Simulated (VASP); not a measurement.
MnSb:

```
CELL_PARAMETERS angstrom
4.15000 0.00000 0.00000
-2.07500 3.59401 0.00000
0.00000 0.00000 5.78000
ATOMIC_POSITIONS crystal
Mn 0.00000 0.00000 0.00000
Mn 0.00000 0.00000 0.50000
Sb 0.33333 0.66667 0.25000
Sb 0.66667 0.33333 0.75000
```

Base run:

* Program: VASP 6.6.1
* Functional: PBEsol
* Potentials or basis: VASP PAW PBE potentials, release 64 (Mn_pv, Sb)
* Cutoff: 520 eV
* k mesh: 9 × 9 × 6
* Occupations: fermi-dirac, width 0.1 eV
* Spin: collinear spin, ferromagnetic start
* Starting moments: [3.83, 3.83, 0.0, 0.0] μB
* Fixed moment: 7.66 μB

Its results: pressure -3.3 GPa; site moments Mn +3.67; Sb -0.06 μB.

**Question.** The run is repeated on the same cell with these changes: fixed moment from 7.66 μB to 8.66 μB; moments at the start from [3.83, 3.83, 0.0, 0.0] to [4.33, 4.33, 0.0, 0.0]. What comes out?

**Answer.** Pressure 1.1 GPa; site moments Mn +3.91; Sb +0.04 μB.

Caveats: the PAW data sets were made with another functional, which shifts forces and pressure a little; the total moment is fixed, so each spin has its own Fermi level; only a ferromagnetic start was run, and an antiferromagnetic order may lie lower in energy.
